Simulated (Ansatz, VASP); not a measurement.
Os: VASP beside Ansatz

INCAR

```
  PREC = Accurate
  ENCUT = 520
  EDIFF = 1E-8
  ISMEAR = -1
  SIGMA = 0.05
  LREAL = False
  LASPH = True
  NELM = 80
  ALGO = Normal
  ISIF = 2
  LWAVE = False
  LCHARG = False
  GGA = PE
  LEFG = True
  NBANDS = 15
```

Contents of KPOINTS:

```
regular mesh
0
Gamma
  15 15 9
```

File POSCAR:

```
Os
1.0
    2.6877503439      0.0000000000      0.0000000000
   -1.3438751720      2.3276600768      0.0000000000
    0.0000000000      0.0000000000      4.2464705989
Os
2
Direct
    0.3333333333      0.6666666667      0.2500000000
    0.6666666667      0.3333333333      0.7500000000
```

Input for Ansatz:

```yaml
crystal:
  lattice:
    - [2.6877503439, 0.0, 0.0]
    - [-1.343875172, 2.3276600768, 0.0]
    - [0.0, 0.0, 4.2464705989]
  atoms:
    - { symbol: Os, position: [0.3333333333, 0.6666666667, 0.25] }
    - { symbol: Os, position: [0.6666666667, 0.3333333333, 0.75] }
kpoints:
  mp_grid: { grid: [15, 15, 9] }
scf:
  occupations: { method: fermi_dirac, width: 0.05 }
hamiltonian:
  xc: pbe
  pseudopotentials: { kind: all_electron, datasets: crystal }
output:
  forces: true
  stress: true
  eigenvalues: true
  efg: { contact_densities: true }
```

Change from the starting cell: volume scaled by 0.95, crystal datasets.

Alike in both runs: task electric field gradients; functional PBE; k mesh 15 × 15 × 9; occupations fermi-dirac, width 0.05 eV; no spin polarisation.

|  | VASP | Ansatz |
| --- | --- | --- |
| version | VASP 6.6.1 | Ansatz 0.2.0 |
| potentials or method | VASP PAW PBE potentials, release 64 (Os), cutoff 520 eV | all-electron PAW with datasets made for the crystal, scalar-relativistic |

|  | VASP | Ansatz | Ansatz less VASP |
| --- | --- | --- | --- |
| pressure (GPa) | 34.7 | 33.9 | -0.74 |
| traceless stress, the component that is largest in VASP (GPa) | 1.67 | 1.74 | +0.073 |
| size of Vzz on the site where it differs most (V/Å²) | 85.7 | 63.3 | -22.42 |

Both programs put the cell under a high pressure, so it lies far from rest at this level. Ansatz ran all-electron here, and VASP with PAW potentials.

Spin-orbit coupling is off throughout.
